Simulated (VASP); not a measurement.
# HfO2 (Fm-3m) in VASP: notebook

HfO2 is run at these levels: PBE; tasks: single point, relaxation of cell and atoms.

Everything below comes from runs of VASP 6.6.1. Logs are shortened: lines on timing, memory, paths and dates and some standing lists are left out, and cuts for length are marked.

### 1 The cell of the first run

Symmetry: Fm-3m, No. 225, cubic system. Conventional cell: a = 5.098 Å, b = 5.098 Å, c = 5.098 Å, α = 90.00°, β = 90.00°, γ = 90.00°. Within 2.9 Å of Hf (site symmetry m-3m) lie 8 O at 2.21 Å. O (site symmetry -43m) has 4 Hf at 2.21 Å and 6 O at 2.55 Å within 2.9 Å.

### 2 Single point, PBE

INCAR reads:

```
PREC = Accurate
ENCUT = 520
EDIFF = 1E-6
ISMEAR = 0
SIGMA = 0.02
LREAL = F
LASPH = T
NELM = 80
ALGO = Normal
ISIF = 2
LWAVE = F
LCHARG = F
GGA = PE
NBANDS = 18
```

KPOINTS reads:

```
Automatic mesh
0
Gamma
  8 8 8
```

POSCAR reads:

```
HfO2
1.0
    0.0000000000      2.5488057613      2.5488057613
    2.5488057613      0.0000000000      2.5488057613
    2.5488057613      2.5488057613      0.0000000000
Hf O
1 2
Direct
    0.0000000000      0.0000000000      0.0000000000
    0.2500000000      0.2500000000      0.2500000000
    0.7500000000      0.7500000000      0.7500000000
```

Potentials or basis: VASP PAW PBE potentials, release 64 (Hf_pv, O).

On the command line:

```console
> cat potpaw_PBE.64/Hf_pv/POTCAR potpaw_PBE.64/O/POTCAR > POTCAR
> mpirun -np 1 vasp_std > vasp.out
```

OUTCAR:

```text
PREC = Accurate
   ENCUT = 520
   EDIFF = 1E-6
   ISMEAR = 0
   LREAL = F
   LASPH = T
   NELM = 80
   ISIF = 2
   GGA = PE

 ion  position               nearest neighbor table
   1  0.000  0.000  0.000-   3 2.21   3 2.21   3 2.21   2 2.21   2 2.21   2 2.21   3 2.21   2 2.21

   2  0.250  0.250  0.250-   1 2.21   1 2.21   1 2.21   1 2.21
   3  0.750  0.750  0.750-   1 2.21   1 2.21   1 2.21   1 2.21

  LATTYP: Found a face centered cubic cell.
 ALAT       =     5.0976115226

  Lattice vectors:

 A1 = (   0.0000000000,   2.5488057613,   2.5488057613)
 A2 = (   2.5488057613,   0.0000000000,   2.5488057613)
 A3 = (   2.5488057613,   2.5488057613,   0.0000000000)

Analysis of symmetry for initial positions (statically):
=====================================================================
 Subroutine PRICEL returns:
 Original cell was already a primitive cell.

 Routine SETGRP: Setting up the symmetry group for a
 face centered cubic supercell.

 Subroutine GETGRP returns: Found 48 space group operations
 (whereof 48 operations were pure point group operations)
 out of a pool of 48 trial point group operations.

The static configuration has the point symmetry O_h .

Analysis of symmetry for dynamics (positions and initial velocities):
=====================================================================
 Subroutine PRICEL returns:
 Original cell was already a primitive cell.

 Routine SETGRP: Setting up the symmetry group for a
 face centered cubic supercell.

 Subroutine GETGRP returns: Found 48 space group operations
 (whereof 48 operations were pure point group operations)
 out of a pool of 48 trial point group operations.

The dynamic configuration has the point symmetry O_h .

 Subroutine INISYM returns: Found 48 space group operations
 (whereof 48 operations are pure point group operations),
 and found     1 'primitive' translations

----------------------------------------------------------------------------------------

                                     Primitive cell

  volume of cell :      33.1162

  direct lattice vectors                    reciprocal lattice vectors
     0.000000000  2.548805761  2.548805761    -0.196170304  0.196170304  0.196170304
     2.548805761  0.000000000  2.548805761     0.196170304 -0.196170304  0.196170304
[... 72 lines left out ...]
   dimension x,y,z NGX =    28 NGY =   28 NGZ =   28
   dimension x,y,z NGXF=    56 NGYF=   56 NGZF=   56
   ions per type =               1   2
   NGX,Y,Z   is equivalent  to a cutoff of  12.91, 12.91, 12.91 a.u.
   NGXF,Y,Z  is equivalent  to a cutoff of  25.83, 25.83, 25.83 a.u.
 SYSTEM =  unknown system
   PREC   = accura    normal or accurate (medium, high low for compatibility)
   ISTART =      0    job   : 0-new  1-cont  2-samecut
   ICHARG =      2    charge: 1-file 2-atom 10-const
   ISPIN  =      1    spin polarized calculation?
   LNONCOLLINEAR =      F non collinear calculations
   LSORBIT =      F    spin-orbit coupling
   LASPH  =      T    aspherical Exc in radial PAW
   ENCUT  =  520.0 eV  38.22 Ry    6.18 a.u.   6.70  6.70  6.70*2*pi/ulx,y,z
   NELM   =     80;   NELMIN=  2; NELMDL= -5     # of ELM steps
   EDIFF  = 0.1E-05   stopping-criterion for ELM
   LREAL  =      F    real-space projection
[... 7 lines left out ...]
   TEBEG  =    0.0;   TEEND  =   0.0 temperature during run
   PSTRESS=    0.0 pullay stress
   NELECT =      22.0000    total number of electrons
   NUPDOWN=      -1.0000    fix difference up-down
   EMIN   =  10.00;   EMAX   =-10.00  energy-range for DOS
   EFERMI =   0.00;   METHOD = LEGACY
   ISMEAR =     0;   SIGMA  =   0.02  broadening in eV -4-tet -1-fermi 0-gaus
   EFERMI_NEDOS =   21; number of points for ismear=-14 and -15
   IALGO  =     38    algorithm
   IMIX   =      4    mixing-type and parameters
     AMIX     =   0.40;   BMIX     =  1.00
     AMIX_MAG =   1.60;   BMIX_MAG =  1.00
  volume/ion in A,a.u.               =      11.04        74.49
  Fermi-wavevector in a.u.,A,eV,Ry     =   1.428463  2.699404 27.762776  2.040506
  Thomas-Fermi vector in A             =   2.548522
   LORBIT       =      0    0 simple, 1 ext, 2 COOP (PROOUT), +10 PAW based schemes
   GGA     = PE    functional components
   LHFCALC =     F    Hartree Fock is set to
   AEXX    =    0.0000 exact exchange contribution
   IVDW    =     0    specifies the selected vdW correction
   LEPSILON=     F    determine dielectric tensor
   LRPA    =     F    only Hartree local field effects (RPA)
 non-spin polarized calculation
 Gauss-broadening in eV      SIGMA  =   0.02
  energy-cutoff  :      520.00
  volume of cell :       33.12
 maximum number of plane-waves:       911
   NGX = 13   NGY = 13   NGZ = 13

 number of electron      21.9999992 magnetization

 Free energy of the ion-electron system (eV)
  ---------------------------------------------------
  ext. energy  EPLUGINS =         0.00000000
  ---------------------------------------------------
  free energy    TOTEN  =       -30.24335914 eV

  energy without entropy =      -30.24335914  energy(sigma->0) =      -30.24335914

 E-fermi :   4.2543     XC(G=0): -11.7517

 val. band max:        4.1404622908   @ k =   0.5000   0.5000   0.0000
 cond. band min:       7.8977534094   @ k =   0.5000   0.5000   0.0000
 fundamental gap:      3.7572911186
 Fermi energy:         4.2543279926

 k-point     1 :       0.0000    0.0000    0.0000
  band No.  band energies     occupation
      1     -25.6225      2.00000
      2     -25.6225      2.00000
      3     -25.6225      2.00000
      4     -14.4908      2.00000
      5     -11.5385      2.00000
      6      -1.1027      2.00000
[... 481 lines left out ...]
      5     -12.4221      2.00000
      6      -0.6063      2.00000
[... 10 lines left out ...]
     17      15.0267      0.00000
     18      16.9701      0.00000

 [... further k-points ...]
[... 5 lines left out ...]
  --------------------------------------------------------------------------------------
  -------------------------------------------------------------------------------------
  Total       -0.7495566     -0.7495566     -0.7495566      0.0000000      0.0000000     -0.0000000
  in kB      -36.2639261    -36.2639261    -36.2639261      0.0000000      0.0000000     -0.0000000
  external PRESSURE =     -36.2639261 kB  Pullay stress =       0.0000000 kB

 VOLUME and BASIS-vectors are now :
 -----------------------------------------------------------------------------
  energy-cutoff  :      520.00
  volume of cell :       33.12
      direct lattice vectors                 reciprocal lattice vectors
     0.000000000  2.548805761  2.548805761    -0.196170304  0.196170304  0.196170304
     2.548805761  0.000000000  2.548805761     0.196170304 -0.196170304  0.196170304
     2.548805761  2.548805761  0.000000000     0.196170304  0.196170304 -0.196170304

 POSITION                                       TOTAL-FORCE (eV/Angst)
 -----------------------------------------------------------------------------------
      0.00000      0.00000      0.00000         0.000000      0.000000      0.000000
      1.27440      1.27440      1.27440         0.000000      0.000000      0.000000
      3.82321      3.82321      3.82321        -0.000000     -0.000000     -0.000000
 -----------------------------------------------------------------------------------
    total drift:                                0.000000      0.000000      0.000000

  FREE ENERGIE OF THE ION-ELECTRON SYSTEM (eV)
  ---------------------------------------------------
  free  energy   TOTEN  =       -30.2433591416 eV

  energy  without entropy=      -30.2433591416  energy(sigma->0) =      -30.24335914
```

It took 10 s on 1 thread of Intel Xeon Platinum 8559C (Emerald Rapids), shared host; peak memory 0.16 GiB.

Results:

| Quantity | Value |
| --- | --- |
| Free energy | -30.2434 eV |
| Pressure | -3.6 GPa |
| Band gap on the k mesh | 3.76 eV, direct |

Levels at points of the mesh, in eV from the valence-band top:
```
           k point  band 8  band 9  band 10  band 11  band 12  band 13  band 14  band 15
(0.00, 0.00, 0.00)   -5.24   -0.60    -0.60    -0.60     3.84     3.84     5.71    10.22
(0.50, 0.00, 0.00)   -3.02   -2.69    -1.81    -1.81     4.55     4.55     6.83     9.01
(0.50, 0.50, 0.00)   -3.42   -1.50    -1.50     0.00     3.76     5.42     6.49     8.02
```

Caveat: spin-orbit coupling is left out, which moves the levels of the heavy elements.

### 3 Relaxation of cell and atoms, PBE, target pressure 7 GPa, at which the enthalpy is minimised

INCAR reads:

```
  PREC = Accurate
  ENCUT = 600
  EDIFF = 1E-6
  ISMEAR = 0
  SIGMA = 0.01
  LREAL = False
  LASPH = True
  NELM = 80
  ALGO = Normal
  ISIF = 3
  LWAVE = False
  LCHARG = False
  GGA = PE
  IBRION = 2
  NSW = 80
  EDIFFG = -0.001
  PSTRESS = 70.0
```

KPOINTS is that of step 2.

POSCAR is that of step 2.

Potentials or basis: VASP PAW PBE potentials, release 64 (Hf_pv, O).

On the command line:

```console
> cat potpaw_PBE.64/Hf_pv/POTCAR potpaw_PBE.64/O/POTCAR > POTCAR
> mpirun -np 1 vasp_std > vasp.out
```

Wall time 36 s (1 thread of Intel Xeon Platinum 8559C (Emerald Rapids), shared host); peak memory 0.18 GiB.

It converged, with:

```yaml
Free_energy: -30.2370 eV
Relaxed_volume: 10.58 Å³/atom
Relaxed_cell: a = 3.554 Å, b = 3.554 Å, c = 3.554 Å, α = 60.00°, β = 60.00°, γ = 60.00°
Space_group_after_relaxing_to_0.05_Å: Fm-3m (No. 225)
Energy_change_on_relaxing_the_enthalpy_is_what_falls: +3.9 meV/atom
Ionic_steps: 4
Pressure_after_relaxing: 7.0 GPa
Band_gap_on_the_k_mesh: 3.87 eV, direct
```

The path:
```
step  energy change (eV)  largest force (eV/Å)  pressure (GPa)  volume (Å³)
   1              0.0000                0.0000           -3.87        33.12
   2              0.2395                0.0000           29.18        29.65
   3              0.0105                0.0000            6.85        31.77
   4              0.0116                0.0000            7.01        31.75
```

Final structure:
```
CELL_PARAMETERS angstrom
0.00000 2.51317 2.51317
2.51317 0.00000 2.51317
2.51317 2.51317 0.00000
ATOMIC_POSITIONS crystal
Hf 0.00000 0.00000 0.00000
O 0.25000 0.25000 0.25000
O 0.75000 0.75000 0.75000
```

Levels at points of the mesh, in eV from the valence-band top:
| k point | band 8 | band 9 | band 10 | band 11 | band 12 | band 13 | band 14 | band 15 |
| --- | --- | --- | --- | --- | --- | --- | --- | --- |
| (0.00, 0.00, 0.00) | -5.50 | -0.62 | -0.62 | -0.62 | 3.95 | 3.95 | 6.05 | 10.75 |
| (0.50, 0.00, 0.00) | -3.08 | -2.78 | -1.86 | -1.86 | 4.71 | 4.71 | 7.24 | 9.15 |
| (0.50, 0.50, 0.00) | -3.52 | -1.57 | -1.57 | 0.00 | 3.87 | 5.65 | 6.88 | 8.40 |

Caveat: the cell is relaxed towards a set pressure, so the enthalpy falls and the energy may rise; spin-orbit coupling is left out, which moves the levels of the heavy elements.
